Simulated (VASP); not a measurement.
# MgS: single point with AM05

MgS, a slab with vacuum:

```
Mg S
1.0
     3.67929    0.00000    0.00000
     0.00000    3.67929    0.00000
     0.00000    0.00000   25.40660
Mg S
5 5
Direct
  0.50000 0.50000 0.29520
  0.00000 0.00000 0.39760
  0.50000 0.50000 0.50000
  0.00000 0.00000 0.60240
  0.50000 0.50000 0.70480
  0.00000 0.00000 0.29520
  0.50000 0.50000 0.39760
  0.00000 0.00000 0.50000
  0.50000 0.50000 0.60240
  0.00000 0.00000 0.70480
```

```yaml
Program: VASP 6.6.1
Task: single point
Functional: AM05
Potentials_or_basis: VASP PAW PBE potentials, release 64 (Mg, S)
Cutoff: 400 eV
k_mesh: 5 × 5 × 1
Occupations: gaussian, width 0.03 eV
Spin: no spin polarisation
Tolerance_level: standard
Dipole_correction: yes
Purpose: a run that is hard to end
Way: PBE orbitals, then all bands at once (ALGO All, ISEARCH 1)
Further_INCAR_settings: ALGO = All; EDIFF = 1e-06; NELMDL = -8; ISIF = 0
```

- Largest force: 0.679 eV/Å
- Band gap on the k mesh: zero (bands 20 and 21 overlap by 5.95 eV)

Forces on the atoms (eV/Å):
```
Mg   0.000  0.000  0.679
Mg   0.000  0.000 -0.065
Mg   0.000  0.000  0.000
Mg   0.000  0.000  0.065
Mg   0.000  0.000 -0.679
S    0.000  0.000 -0.539
S    0.000  0.000 -0.042
S    0.000  0.000  0.000
S    0.000  0.000  0.042
S    0.000  0.000  0.539
```

Levels at points of the mesh, in eV from the Fermi level:
```
           k point  band 19  band 20  band 21  band 22  band 23  band 24
(0.00, 0.00, 0.00)    -0.67    -0.67    -5.13     2.25     2.59     2.84
```

Run time: 3.4 min on 1 thread of Intel(R) Xeon(R) 6975P-C (Granite Rapids) (shared host), peak memory 0.31 GiB.

Caveat: the PAW data sets were made with another functional, which shifts forces and pressure a little.
